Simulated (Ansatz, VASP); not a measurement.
## Be2Si: VASP beside Ansatz

```
Si Be
1.0
     0.00000    2.64000    2.64000
     2.64000    0.00000    2.64000
     2.64000    2.64000    0.00000
Si Be
1 2
Direct
  0.00000 0.00000 0.00000
  0.25000 0.25000 0.25000
  0.75000 0.75000 0.75000
```

Alike in both runs: functional PBE; k mesh 5 × 5 × 5; occupations fermi-dirac, width 0.05 eV; no spin polarisation.

```csv
,VASP,Ansatz
version,VASP 6.6.1,Ansatz 0.2.0
potentials or method,"VASP PAW PBE potentials, release 64 (Si, Be)",Ansatz PAW
plane-wave cutoff (eV),520,420
valence electrons in the cell,8,8
task,single point,projected density of states
```

VASP gave:

* gap on the k mesh at the Fermi level (eV): none
* pressure (GPa): 0.2

Question: What did Ansatz give for the same quantities?

Answer: gap on the k mesh at the Fermi level (eV): none; pressure (GPa): 0.1.

A gap of «none» marks a metal or a gap that the smearing closes. The functional is the same, so the differences come from potentials, cutoffs and numerics.

The k mesh is coarse, so the values compare programs but aren't converged.
